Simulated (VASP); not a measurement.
NaScSe2: single point with r2SCAN

The system is NaScSe2.

```
CELL_PARAMETERS angstrom
4.07146 0.00000 0.00000
0.00000 4.07146 0.00000
0.00000 0.00000 11.81811
ATOMIC_POSITIONS crystal
Na 0.50000 0.00000 0.88873
Na 0.00000 0.50000 0.11127
Se 0.50000 0.00000 0.14965
Se 0.00000 0.50000 0.39335
Se 0.50000 0.00000 0.60665
Se 0.00000 0.50000 0.85035
Sc 0.50000 0.00000 0.36036
Sc 0.00000 0.50000 0.63964
```

```yaml
Program: VASP 6.6.1
Task: single point
Functional: r2SCAN
Potentials_or_basis: VASP PAW PBE potentials, release 64 (Na_pv, Se, Sc_sv)
Cutoff: 520 eV
k_mesh: 6 × 6 × 2
Occupations: gaussian, width 0.01 eV
Spin: no spin polarisation
Dipole_correction: no
Further_INCAR_settings: ALGO = Normal; EDIFF = 1e-06; NBANDS = 40
```

```yaml
Pressure: -3.0 GPa
Largest_force: 0.380 eV/Å
Band_gap_on_the_k_mesh: 0.48 eV (least direct gap 0.49 eV)
```

Forces on the atoms (eV/Å):
```
Na   0.000  0.000 -0.018
Na   0.000  0.000  0.018
Se   0.000  0.000  0.380
Se   0.000  0.000  0.104
Se   0.000  0.000 -0.104
Se   0.000  0.000 -0.380
Sc   0.000  0.000 -0.230
Sc   0.000  0.000  0.230
```

Stress tensor (GPa, compression positive):
```
-2.64  0.00  0.00
 0.00 -2.64  0.00
 0.00  0.00 -3.61
```

Levels at points of the mesh, in eV from the valence-band top:
| k point | band 26 | band 27 | band 28 | band 29 | band 30 | band 31 | band 32 | band 33 | band 34 | band 35 |
| --- | --- | --- | --- | --- | --- | --- | --- | --- | --- | --- |
| (0.00, 0.00, 0.00) | -0.44 | -0.30 | -0.30 | -0.01 | -0.01 | 0.48 | 0.91 | 1.67 | 1.83 | 2.65 |
| (0.50, 0.00, 0.00) | -1.56 | -1.32 | -1.32 | -0.02 | -0.02 | 2.45 | 2.45 | 2.54 | 2.54 | 2.58 |
| (0.50, 0.50, 0.00) | -1.87 | -1.29 | -1.29 | -1.17 | -1.17 | 1.88 | 1.88 | 2.53 | 2.53 | 2.72 |
| (0.00, 0.00, 0.50) | -1.03 | -0.18 | -0.18 | -0.13 | -0.13 | 0.48 | 0.91 | 1.67 | 1.83 | 2.68 |
| (0.50, 0.00, 0.50) | -1.87 | -0.97 | -0.97 | -0.02 | -0.02 | 2.37 | 2.37 | 2.51 | 2.51 | 2.58 |
| (0.50, 0.50, 0.50) | -1.60 | -1.57 | -1.57 | -1.21 | -1.21 | 2.13 | 2.13 | 2.32 | 2.32 | 2.72 |

Run time: 5.1 min on 1 thread of Intel(R) Xeon(R) 6975P-C (Granite Rapids), on a shared host, peak memory 0.38 GiB.

Caveat: semilocal functionals underestimate gaps, and a narrow one can read as zero; the PAW data sets were made with another functional, which shifts forces and pressure a little. A k mesh can miss the band edges.
